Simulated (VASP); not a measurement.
Input of a VASP 6.6.1 run:

POSCAR

```
Ge
1.0
   -2.5734902219      2.5734902219      1.4090864226
    2.5734902219     -2.5734902219      1.4090864226
    2.5734902219      2.5734902219     -1.4090864226
Ge
2
Direct
    0.2500000000      0.7500000000      0.5000000000
    0.5000000000      0.5000000000      0.0000000000
```

File INCAR.step1:

```
  PREC = Accurate
  ENCUT = 550
  ISMEAR = 0
  SIGMA = 0.15
  LREAL = F
  LASPH = T
  NELM = 120
  NBANDS = 21
  GGA = PE
  ALGO = Normal
  EDIFF = 1E-5
  LWAVE = T
  LCHARG = F
  GGA_COMPAT = F
```

The input INCAR.step2:

```
  PREC = Accurate
  ENCUT = 550
  EDIFF = 1E-6
  ISMEAR = 0
  SIGMA = 0.15
  LREAL = F
  LASPH = T
  NELM = 120
  ALGO = Normal
  ISIF = 2
  LWAVE = F
  LCHARG = T
  METAGGA = R2SCAN
  LMIXTAU = T
  LELF = T
  LVHAR = T
  NBANDS = 21
  ISTART = 1
  GGA_COMPAT = F
```

The input KPOINTS:

```
Automatic mesh
0
Gamma
  24 24 24
```

Potentials or basis: VASP PAW PBE potentials, release 64 (Ge_d).

Launch:

```console
$ cat potpaw_PBE.64/Ge_d/POTCAR > POTCAR
$ cp INCAR.step1 INCAR
$ mpirun -np 1 vasp_std > vasp.out
$ cp INCAR.step2 INCAR
$ mpirun -np 1 vasp_std > vasp.out
```

**Question.** Estimate the band gap on the k mesh.

**Answer.** Zero (bands 14 and 15 overlap by 5.74 eV).

**Question.** Predict the pressure.

**Answer.** -0.2 GPa.

Stress tensor (GPa, compression positive):
```
-0.50  0.00  0.00
 0.00 -0.50  0.00
 0.00  0.00  0.39
```

Caveat: the PAW data sets were made with another functional, which shifts forces and pressure a little.
